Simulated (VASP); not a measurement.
The system is KSiH.

```
K Si H
1.0
     4.16553    0.00000    0.00000
    -2.08276    3.60745    0.00000
     0.00000    0.00000    4.43370
K Si H
1 1 1
Cartesian
  0.0000 0.0000 0.0000
  0.0000 2.4050 2.2169
  2.0828 1.2025 2.2169
```

The cell was generated, and may not be a known phase.

* Program: VASP 6.6.1
* Task: relaxation of cell and atoms
* Functional: PBE
* Potentials or basis: VASP PAW PBE potentials, release 64 (K_sv, Si, H)
* Cutoff: 500 eV
* k mesh: 12 × 12 × 10
* Occupations: gaussian, width 0.1 eV
* Spin: no spin polarisation

At the start: pressure -0.5 GPa; volume 22.21 Å³/atom.

How do energy, volume and symmetry change on relaxing?

Over 12 steps the energy falls by 193.7 meV/atom and the volume is 19.38 Å³/atom (-12.7 %); space group P-6m2 (No. 187, to 0.1 Å) before and after.

The path:
| step | energy change (eV) | largest force (eV/Å) | pressure (GPa) | volume (Å³) |
| --- | --- | --- | --- | --- |
| 1 | 0.0000 | 0.0000 | -0.52 | 66.62 |
| 2 | -0.0480 | 0.0000 | -0.30 | 65.91 |
| 3 | -0.2136 | 0.0000 | 0.04 | 63.51 |
| 4 | -0.5205 | 0.0000 | 1.04 | 57.76 |
| 5 | 0.9115 | 0.0000 | 16.57 | 43.55 |
| 6 | -0.5562 | 0.0000 | 1.31 | 56.26 |
| 7 | -0.5562 | 0.0000 | 2.18 | 54.29 |
| 8 | -0.5637 | 0.0000 | 1.81 | 55.00 |
| 9 | -0.5526 | 0.0000 | -0.90 | 59.77 |
| 10 | -0.5771 | 0.0000 | 0.50 | 56.98 |
| 11 | -0.5811 | 0.0000 | -0.10 | 58.34 |
| 12 | -0.5812 | 0.0000 | -0.02 | 58.14 |

Final structure:
```
CELL_PARAMETERS angstrom
3.46374 0.00000 0.00000
-1.73187 2.99969 0.00000
0.00000 0.00000 5.59522
ATOMIC_POSITIONS crystal
K 0.00000 0.00000 0.00000
Si 0.33333 0.66667 0.50000
H 0.66667 0.33333 0.50000
```

Caveat: a cell axis changed by over 15 % at a fixed basis, so the end point is rough.
